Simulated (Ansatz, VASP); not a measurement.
# Two plane-wave programs on C6N

The input INCAR:

```
PREC = Accurate ; ENCUT = 520
EDIFF = 1E-6 ; ISMEAR = 0
SIGMA = 0.05 ; LREAL = False
LASPH = True ; NELM = 100
ALGO = Normal ; ISIF = 2
LWAVE = False ; LCHARG = True
LDIPOL = True ; IDIPOL = 3
DIPOL = 0.5 0.5 0.307 ; GGA = PE
IVDW = 12 ; LELF = True
LVHAR = True ; LVACPOTAV = True
NBANDS = 42
```

Contents of KPOINTS:

```
regular mesh
0
Gamma
  6 8 1
```

Contents of POSCAR:

```
C6N
1.0
    4.9292228550      0.0000000000      0.0000000000
    0.6166369006      3.5586578719      0.0000000000
    0.0000000000      0.0000000000     23.4976437319
C N
12 2
Direct
    0.3564276906      0.1499632937      0.1702298343
    0.8564276906      0.1499632937      0.1702298343
    0.0989390322      0.2099625304      0.1991270674
    0.5989390322      0.2099625304      0.1991270674
    0.0841110521      0.3299262058      0.2569047739
    0.5841110521      0.3299262058      0.2569047739
    0.3266667370      0.3895095889      0.2850339125
    0.8266667370      0.3895095889      0.2850339125
    0.3105178150      0.5194460093      0.3452144215
    0.8105178150      0.5194460093      0.3452144215
    0.0532190619      0.5779315754      0.3701496129
    0.5532190619      0.5779315754      0.3701496129
    0.0532190619      0.5779315754      0.5020777345
    0.0532190619      0.5779315754      0.5488909390
```

Input for Ansatz:

```yaml
crystal:
  lattice:
    - [4.929222855, 0.0, 0.0]
    - [0.6166369006, 3.5586578719, 0.0]
    - [0.0, 0.0, 23.4976437319]
  atoms:
    - { symbol: C, position: [0.3564276906, 0.1499632937, 0.1702298343] }
    - { symbol: C, position: [0.8564276906, 0.1499632937, 0.1702298343] }
    - { symbol: C, position: [0.0989390322, 0.2099625304, 0.1991270674] }
    - { symbol: C, position: [0.5989390322, 0.2099625304, 0.1991270674] }
    - { symbol: C, position: [0.0841110521, 0.3299262058, 0.2569047739] }
    - { symbol: C, position: [0.5841110521, 0.3299262058, 0.2569047739] }
    - { symbol: C, position: [0.326666737, 0.3895095889, 0.2850339125] }
    - { symbol: C, position: [0.826666737, 0.3895095889, 0.2850339125] }
    - { symbol: C, position: [0.310517815, 0.5194460093, 0.3452144215] }
    - { symbol: C, position: [0.810517815, 0.5194460093, 0.3452144215] }
    - { symbol: C, position: [0.0532190619, 0.5779315754, 0.3701496129] }
    - { symbol: C, position: [0.5532190619, 0.5779315754, 0.3701496129] }
    - { symbol: "N", position: [0.0532190619, 0.5779315754, 0.5020777345] }
    - { symbol: "N", position: [0.0532190619, 0.5779315754, 0.548890939] }
basis:
  ecutwfc: 420
kpoints:
  mp_grid: { grid: [6, 8, 1] }
hamiltonian:
  xc: pbe
  pseudopotentials: { kind: paw, azcp: { folder: soft_1 } }
  dispersion: d3bj
scf:
  occupations: { method: gaussian, width: 0.05 }
output:
  forces: true
  eigenvalues: true
efield:
  axis: 3
  dipole_correction: true
  ramp_width: 0.04
```

Alike in both runs: task single point; functional PBE; dispersion D3(BJ); k mesh 6 × 8 × 1; occupations gaussian, width 0.05 eV; no spin polarisation.

|  | VASP | Ansatz |
| --- | --- | --- |
| version | VASP 6.6.1 | Ansatz 0.2.0 |
| potentials or method | VASP PAW PBE potentials, release 64 (C, N), cutoff 520 eV | scalar-relativistic, plane waves, PAW |
| valence electrons in the cell | 58 | 58 |

VASP gave:

- gap on the k mesh at the Fermi level (eV): none
- rms of the force components (eV/Å): 0.993
- work function, face that differs most (eV): 6.86

Problem. What did Ansatz give for the same quantities?

Solution. gap on the k mesh at the Fermi level (eV): none; rms of the force components (eV/Å): 0.888; work function, face that differs most (eV): 6.87.

Atom by atom the forces differ by 0.392 eV/Å (rms over components). A gap of «none» marks a metal or a gap that the smearing closes.

Noted on VASP's run: the standard files for N, O and F lose accuracy on very short bonds.
